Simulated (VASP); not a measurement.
# Li16C (a cell with a defect) in VASP: single point with LDA

Aim: the single point of Li16C (a cell with a defect) with LDA.

Everything below comes from runs of VASP 6.6.1. Logs are shortened: lines on timing, memory, paths and dates and some standing lists are left out, and cuts for length are marked.

## (1) The cell of the first run

The cell holds a defect, 17 atoms: a = 6.980 Å, b = 6.980 Å, c = 6.980 Å, α = 90.00°, β = 90.00°, γ = 90.00°.

## (2) Single point, LDA

Input file INCAR:

```
PREC = Accurate
ENCUT = 520
EDIFF = 1E-7
ISMEAR = 0
SIGMA = 0.1
LREAL = Auto
LASPH = True
NELM = 100
ALGO = Normal
ISIF = 2
LWAVE = False
LCHARG = False
GGA = CA
NBANDS = 40
```

Input file KPOINTS:

```
Automatic mesh
0
Gamma
  4 4 4
```

Input file POSCAR:

```
Li16C
1.0
    6.9800000000      0.0000000000      0.0000000000
    0.0000000000      6.9800000000      0.0000000000
    0.0000000000      0.0000000000      6.9800000000
Li C
16 1
Direct
   -0.0824525788      0.0688628940      0.0006170487
    0.5479461318      0.0163336676      0.0005431232
   -0.0656376791      0.4422851003      0.0005555874
    0.0122299427      0.0115883954      0.5005098854
    0.3131706304      0.2470455587      0.2221633238
    0.5200259312      0.5054866762      0.0004929799
    0.4981522923     -0.0340040115      0.5004838109
    0.7207954155      0.2670008596      0.2823071633
    0.0386802292      0.4815352436      0.5005091691
    0.2254156160      0.7631302292      0.2096464183
    0.3129704871      0.2469922636      0.7787942693
    0.4691176218      0.5331438395      0.5005048711
    0.7620402579      0.7205528653      0.2551699140
    0.7207369628      0.2669954155      0.7189634670
    0.2254607450      0.7631183381      0.7913561605
    0.7620855301      0.7206449857      0.7458250716
    0.6841677650      0.2718098854      0.0006568768
```

Potentials or basis: VASP PAW LDA potentials, release 64 (Li_sv, C).

On the command line:

```console
$ cat potpaw_LDA.64/Li_sv/POTCAR potpaw_LDA.64/C/POTCAR > POTCAR
$ mpirun -np 1 vasp_std > vasp.out
```

OUTCAR:

```text
PREC = Accurate
   ENCUT = 520
   EDIFF = 1E-7
   ISMEAR = 0
   LREAL = Auto
   LASPH = True
   NELM = 100
   ISIF = 2
   GGA = CA

 ion  position               nearest neighbor table
   1  0.918  0.069  0.001-  17 2.16
   2  0.548  0.016  0.001-  17 2.02
   3  0.934  0.442  0.001-  17 2.11
   4  0.012  0.012  0.501-
   5  0.313  0.247  0.222-
   6  0.520  0.505  0.000-  17 1.99
   7  0.498  0.966  0.500-
   8  0.721  0.267  0.282-  17 1.98
   9  0.039  0.482  0.501-
  10  0.225  0.763  0.210-
  11  0.313  0.247  0.779-
  12  0.469  0.533  0.501-
  13  0.762  0.721  0.255-
  14  0.721  0.267  0.719-  17 1.98
  15  0.225  0.763  0.791-
  16  0.762  0.721  0.746-
  17  0.684  0.272  0.001-   8 1.98  14 1.98   6 1.99   2 2.02   3 2.11   1 2.16

  LATTYP: Found a simple cubic cell.
 ALAT       =     6.9800000000

  Lattice vectors:

 A1 = (   6.9800000000,   0.0000000000,   0.0000000000)
 A2 = (   0.0000000000,   6.9800000000,   0.0000000000)
 A3 = (   0.0000000000,   0.0000000000,   6.9800000000)

Analysis of symmetry for initial positions (statically):
=====================================================================
 Subroutine PRICEL returns:
 Original cell was already a primitive cell.

 Routine SETGRP: Setting up the symmetry group for a
 simple cubic supercell.

 Subroutine GETGRP returns: Found  1 space group operations
 (whereof  1 operations were pure point group operations)
 out of a pool of 48 trial point group operations.

The static configuration has the point symmetry C_1 .

Analysis of symmetry for dynamics (positions and initial velocities):
=====================================================================
 Subroutine PRICEL returns:
 Original cell was already a primitive cell.

 Routine SETGRP: Setting up the symmetry group for a
 simple cubic supercell.

 Subroutine GETGRP returns: Found  1 space group operations
 (whereof  1 operations were pure point group operations)
 out of a pool of 48 trial point group operations.

The dynamic configuration has the point symmetry C_1 .

 Subroutine INISYM returns: Found  1 space group operations
 (whereof  1 operations are pure point group operations),
 and found     1 'primitive' translations

----------------------------------------------------------------------------------------
[... 126 lines left out ...]
   NSW    =      0    number of steps for IOM
   IBRION =     -1    ionic relax: 0-MD 1-quasi-New 2-CG
   NFREE  =      0    steps in history (QN), initial steepest desc. (CG)
   ISIF   =      2    stress and relaxation
   ISYM   =      2    0-nonsym 1-usesym 2-fastsym
   POTIM  = 0.5000    time-step for ionic-motion
   TEBEG  =    0.0;   TEEND  =   0.0 temperature during run
   PSTRESS=    0.0 pullay stress
   NELECT =      52.0000    total number of electrons
   NUPDOWN=      -1.0000    fix difference up-down
   EMIN   =  10.00;   EMAX   =-10.00  energy-range for DOS
   EFERMI =   0.00;   METHOD = LEGACY
   ISMEAR =     0;   SIGMA  =   0.10  broadening in eV -4-tet -1-fermi 0-gaus
   EFERMI_NEDOS =   21; number of points for ismear=-14 and -15
   IALGO  =     38    algorithm
   IMIX   =      4    mixing-type and parameters
     AMIX     =   0.40;   BMIX     =  1.00
     AMIX_MAG =   1.60;   BMIX_MAG =  1.00
  volume/ion in A,a.u.               =      20.00       134.99
  Fermi-wavevector in a.u.,A,eV,Ry     =   0.875428  1.654319 10.427158  0.766374
  Thomas-Fermi vector in A             =   1.995098
   LORBIT       =      0    0 simple, 1 ext, 2 COOP (PROOUT), +10 PAW based schemes
   GGA     = CA    functional components
   LHFCALC =     F    Hartree Fock is set to
   AEXX    =    0.0000 exact exchange contribution
   IVDW    =     0    specifies the selected vdW correction
   LEPSILON=     F    determine dielectric tensor
   LRPA    =     F    only Hartree local field effects (RPA)
 non-spin polarized calculation
 Gauss-broadening in eV      SIGMA  =   0.10
  energy-cutoff  :      520.00
  volume of cell :      340.07
 maximum number of plane-waves:      9183
 NGX is ok and might be reduce to    54
   NGX = 25   NGY = 25   NGZ = 25

 number of electron      51.9999996 magnetization

 Free energy of the ion-electron system (eV)
  ---------------------------------------------------
  ext. energy  EPLUGINS =         0.00000000
  ---------------------------------------------------
  free energy    TOTEN  =       -40.89504145 eV

  energy without entropy =      -40.86684349  energy(sigma->0) =      -40.88094247

 E-fermi :   0.4599     XC(G=0):  -7.1372

 val. band max:        0.4556965272   @ k =   0.5000   0.5000   0.2500
 cond. band min:       0.4758773753   @ k =   0.0000   0.5000   0.5000
 fundamental gap:      0.0201808481
 Fermi energy:         0.4598698618

 k-point     1 :       0.0000    0.0000    0.0000
  band No.  band energies     occupation
      1     -45.4493      2.00000
      2     -45.4238      2.00000
      3     -45.4222      2.00000
      4     -45.3881      2.00000
      5     -45.3847      2.00000
      6     -45.3381      2.00000
[... 973 lines left out ...]
     37       3.9216      0.00000
     38       4.2545      0.00000

 [... further k-points ...]

 [bands above 38 left out]

------------------------ aborting loop because EDIFF is reached ----------------------------------------

  FORCE on cell =-STRESS in cart. coord.  units (eV):
  Direction    XX          YY          ZZ          XY          YZ          ZX
  --------------------------------------------------------------------------------------
  -------------------------------------------------------------------------------------
  Total       -5.2351233     -3.8755582     -2.7545334     -0.2995075      0.0004498      0.0051580
  in kB      -24.6644384    -18.2590666    -12.9775395     -1.4110814      0.0021191      0.0243011
  external PRESSURE =     -18.6336815 kB  Pullay stress =       0.0000000 kB

 VOLUME and BASIS-vectors are now :
 -----------------------------------------------------------------------------
  energy-cutoff  :      520.00
  volume of cell :      340.07
      direct lattice vectors                 reciprocal lattice vectors
     6.980000000  0.000000000  0.000000000     0.143266476  0.000000000  0.000000000
     0.000000000  6.980000000  0.000000000     0.000000000  0.143266476  0.000000000
     0.000000000  0.000000000  6.980000000     0.000000000  0.000000000  0.143266476

 POSITION                                       TOTAL-FORCE (eV/Angst)
 -----------------------------------------------------------------------------------
      6.40448      0.48066      0.00431         0.000606     -0.017348      0.000786
      3.82466      0.11401      0.00379        -0.006861     -0.041965      0.000926
      6.52185      3.08715      0.00388        -0.057000     -0.018774      0.001168
      0.08537      0.08089      3.49356         0.033688      0.021131     -0.001239
      2.18593      1.72438      1.55070         0.020512      0.012946     -0.026121
      3.62978      3.52830      0.00344         0.033976      0.007394     -0.000058
[... 9 lines left out ...]
      5.31936      5.03010      5.20586         0.011572      0.047159     -0.035155
      4.77549      1.89723      0.00459        -0.023638     -0.034649     -0.000519
 -----------------------------------------------------------------------------------
    total drift:                               -0.003928     -0.002374      0.000188

  FREE ENERGIE OF THE ION-ELECTRON SYSTEM (eV)
  ---------------------------------------------------
  free  energy   TOTEN  =       -40.8950414535 eV

  energy  without entropy=      -40.8668434894  energy(sigma->0) =      -40.88094247
```

OSZICAR:

```text
N       E                     dE             d eps       ncg     rms          rms(c)
DAV:   1     0.319657074536E+03    0.31966E+03   -0.22714E+04  2896   0.129E+03
DAV:   2     0.370232277222E+02   -0.28263E+03   -0.26513E+03  2952   0.348E+02
DAV:   3    -0.307357749413E+02   -0.67759E+02   -0.66232E+02  5080   0.903E+01
[... 14 lines left out ...]
DAV:  18    -0.408950415751E+02    0.20112E-04   -0.65280E-05  4656   0.195E-02    0.629E-03
DAV:  19    -0.408950416396E+02   -0.64480E-07   -0.13310E-05  3928   0.917E-03    0.433E-03
DAV:  20    -0.408950418280E+02   -0.18836E-06   -0.96928E-07  3344   0.322E-03    0.506E-03
DAV:  21    -0.408950415089E+02    0.31912E-06   -0.59583E-07  2856   0.254E-03    0.219E-03
DAV:  22    -0.408950414535E+02    0.55318E-07   -0.98015E-08  2384   0.125E-03
   1 F= -.40895041E+02 E0= -.40880942E+02  d E =-.281980E-01
```

Run time: 20 min. Hardware: 1 thread of Intel Xeon 8259CL, shared host; peak memory 0.48 GiB.

Results:

```yaml
Free_energy: -40.8950 eV
Largest_force: 0.061 eV/Å
Band_gap_on_the_k_mesh: zero (bands 26 and 27 overlap by 0.28 eV)
```

Forces on the atoms (eV/Å):
```
Li   0.001 -0.017  0.001
Li  -0.007 -0.042  0.001
Li  -0.057 -0.019  0.001
Li   0.034  0.021 -0.001
Li   0.021  0.013 -0.026
Li   0.034  0.007  0.000
Li  -0.024  0.011  0.000
Li  -0.006 -0.008  0.015
Li  -0.003 -0.013  0.001
Li  -0.004 -0.011  0.000
Li   0.021  0.014  0.027
Li   0.003  0.004  0.000
Li   0.010  0.047  0.037
Li  -0.006 -0.009 -0.020
Li  -0.005 -0.010  0.000
Li   0.012  0.047 -0.035
C   -0.024 -0.035 -0.001
```

Caveat: the cutoff is under 1.25 times the usual one of these potentials, so pressure, stress and relaxed cells hold a basis-set (Pulay) error.

The gap in the log of VASP goes by the Fermi energy; the results here count the filled bands.